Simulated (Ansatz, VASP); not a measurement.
One calculation of BAs, two programs

```
CELL_PARAMETERS angstrom
3.35626 0.00000 0.00000
-1.67813 2.90660 0.00000
0.00000 0.00000 23.80000
ATOMIC_POSITIONS crystal
B 0.33333 0.66667 0.29412
As 0.66667 0.33333 0.29412
```

Alike in both runs: functional PBEsol; dispersion D4; k mesh 12 × 12 × 1; occupations gaussian, width 0.03 eV; no spin polarisation.

Ansatz relaxed the structure, and its values are those at the end. VASP's run is a single point on that final structure, the one shown.

```csv
,VASP,Ansatz
version,VASP 6.6.1,Ansatz 0.2.0
potentials or method,"VASP PAW PBE potentials, release 64 (B, As), cutoff 420 eV","scalar-relativistic, plane waves, PAW"
valence electrons in the cell,8,18
```

|  | VASP | Ansatz | Ansatz less VASP |
| --- | --- | --- | --- |
| gap on the k mesh at the Fermi level (eV) | 0.73 | 0.74 | +0.012 |
| least direct gap on the mesh (eV) | 0.73 | 0.74 | +0.012 |

VASP's potentials were made for PBE, not for PBEsol, and Ansatz warns of the same on its side. VASP's potentials hold 8 valence electrons a cell and Ansatz's 18, so a difference there can come from the potentials and not from the codes. Ansatz's warnings: slab cell height set, structure snapped to symmetry.
